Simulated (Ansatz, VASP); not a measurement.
**CdS: VASP beside Ansatz**

INCAR

```
SYSTEM = CdS
ALGO     = Normal         ! electronic algorithm
EDIFF    = 1E-6           ! SCF threshold, eV
EDIFFG   = -0.01          ! ionic threshold
ENCUT    = 600            ! plane-wave cutoff, eV
IBRION   = 2              ! ionic algorithm
ISIF     = 3              ! what is computed and relaxed
ISMEAR   = -1             ! smearing method
LASPH    = .TRUE.         ! aspherical terms in the spheres
LCHARG   = .FALSE.        ! write CHGCAR
LREAL    = .FALSE.        ! projectors in reciprocal space
LWAVE    = .FALSE.        ! write WAVECAR
NELM     = 80             ! most SCF steps
NSW      = 80             ! ionic steps
PREC     = Accurate       ! precision mode
SIGMA    = 0.02           ! smearing width, eV
```

KPOINTS

```
k-points
0
G
  6 6 4
  0 0 0
```

File POSCAR:

```
CdS
1.0
    4.1500000000      0.0000000000      0.0000000000
   -2.0750000000      3.5940054300      0.0000000000
    0.0000000000      0.0000000000      6.7370000000
Cd S
2 2
Direct
    0.3333333300      0.6666666700      0.0000000000
    0.6666666700      0.3333333300      0.5000000000
    0.3333333300      0.6666666700      0.3750000000
    0.6666666700      0.3333333300      0.8750000000
```

Input for Ansatz:

```yaml
crystal:
  lattice:
    - [4.15, 0.0, 0.0]
    - [-2.075, 3.59400543, 0.0]
    - [0.0, 0.0, 6.737]
  atoms:
    - { symbol: Cd, position: [0.33333333, 0.66666667, 0.0] }
    - { symbol: Cd, position: [0.66666667, 0.33333333, 0.5] }
    - { symbol: S, position: [0.33333333, 0.66666667, 0.375] }
    - { symbol: S, position: [0.66666667, 0.33333333, 0.875] }
  symmetry: { tolerance: 0.0003 }
hamiltonian:
  xc: lda
  pseudopotentials: { kind: paw, azcp: { folder: soft_1 } }
basis:
  ecutwfc: 420
magnetization:
  spin_polarized: false
scf:
  occupations: { method: fermi_dirac, width: 0.02 }
kpoints:
  mp_grid: { grid: [6, 6, 4], shift: [0, 0, 0] }
output:
  forces: true
  stress: true
  eigenvalues: true
relax:
  max_steps: 60
  cell: {}
```

Alike in both runs: task relaxation of cell and atoms; functional LDA; k mesh 6 × 6 × 4; occupations fermi-dirac, width 0.02 eV; no spin polarisation.

|  | VASP | Ansatz |
| --- | --- | --- |
| version | VASP 6.6.1 | Ansatz 0.2.0 |
| potentials or method | VASP PAW LDA potentials, release 64 (Cd, S), cutoff 600 eV | PAW plane waves |
| valence electrons in the cell | 36 | 52 |

|  | VASP | Ansatz | Ansatz less VASP |
| --- | --- | --- | --- |
| gap on the k mesh at the Fermi level, each at its own relaxed structure (eV) | 1.04 | 1.02 | -0.012 |
| relaxed volume (Å³/atom) | 24.04 | 23.86 | -0.174 |
| relaxed cell length with the largest relative difference (Å) | 6.657 | 6.639 | -0.0182 |

Ansatz warns that its potentials were made for another functional, while VASP's fit it. LDA's correlation is that of Perdew and Zunger in VASP and of Perdew and Wang (1992) in Ansatz. VASP's potentials hold 36 valence electrons a cell and Ansatz's 52, so a difference there can come from the potentials and not from the codes.
